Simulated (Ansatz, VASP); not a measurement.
## BN: VASP beside Ansatz

File INCAR:

```
SYSTEM = BN
  ALGO = Normal
  EDIFF = 1E-7
  ENCUT = 520
  GGA = PE
  ISIF = 2
  ISMEAR = 0
  IVDW = 12
  LASPH = .True.
  LCHARG = .False.
  LREAL = .False.
  LWAVE = .False.
  NBANDS = 21
  NELM = 100
  PREC = Accurate
  SIGMA = 0.02
```

KPOINTS

```
k-points
0
Gamma
  12 12 4
  0 0 0
```

The input POSCAR:

```
BN
1.0
    2.5061138137      0.0000000000      0.0000000000
   -1.2530569069      2.1703582275      0.0000000000
    0.0000000000      0.0000000000     10.2800373322
B N
3 3
Direct
    0.0000000000      0.0000000000      0.0003436670
    0.6666666667      0.3333333333      0.3336770004
    0.3333333333      0.6666666667      0.6670103337
    0.6666666667      0.3333333333      0.0005566663
    0.3333333333      0.6666666667      0.3338899996
    0.0000000000      0.0000000000      0.6672233330
```

Input for Ansatz:

```yaml
crystal:
  lattice:
    - [2.5061138137, 0.0, 0.0]
    - [-1.2530569069, 2.1703582275, 0.0]
    - [0.0, 0.0, 10.2800373322]
  atoms:
    - { symbol: B, position: [0.0, 0.0, 0.000343667] }
    - { symbol: B, position: [0.6666666667, 0.3333333333, 0.3336770004] }
    - { symbol: B, position: [0.3333333333, 0.6666666667, 0.6670103337] }
    - { symbol: "N", position: [0.6666666667, 0.3333333333, 0.0005566663] }
    - { symbol: "N", position: [0.3333333333, 0.6666666667, 0.3338899996] }
    - { symbol: "N", position: [0.0, 0.0, 0.667223333] }
basis:
  ecutwfc: 420
kpoints:
  mp_grid: { grid: [12, 12, 4] }
  band_path: { path: [VBM, CBM], npoints: 2 }
hamiltonian:
  xc: pbe
  dispersion: d3bj
scf:
  occupations: { method: gaussian, width: 0.02 }
output:
  forces: true
  stress: true
  eigenvalues: true
checkpoint:
  read: start.run
  write: ck
  compress: false
  write_wavefunctions: false
  write_every: 100000
```

Alike in both runs: task single point; functional PBE; dispersion D3(BJ); k mesh 12 × 12 × 4; occupations gaussian, width 0.02 eV; no spin polarisation.

|  | VASP | Ansatz |
| --- | --- | --- |
| version | VASP 6.6.1 | Ansatz 0.2.0 |
| potentials or method | VASP PAW PBE potentials, release 64 (B, N), cutoff 520 eV | scalar-relativistic, plane waves, PAW |
| valence electrons in the cell | 24 | 24 |

|  | VASP | Ansatz | Ansatz less VASP |
| --- | --- | --- | --- |
| gap on the k mesh at the Fermi level (eV) | 4.30 | 4.31 | +0.007 |
| least direct gap on the mesh (eV) | 4.68 | 4.68 | +0.003 |
| pressure (GPa) | -0.2 | -0.2 | -0.06 |
| traceless stress, the component that is largest in VASP (GPa) | -0.90 | -0.69 | +0.212 |
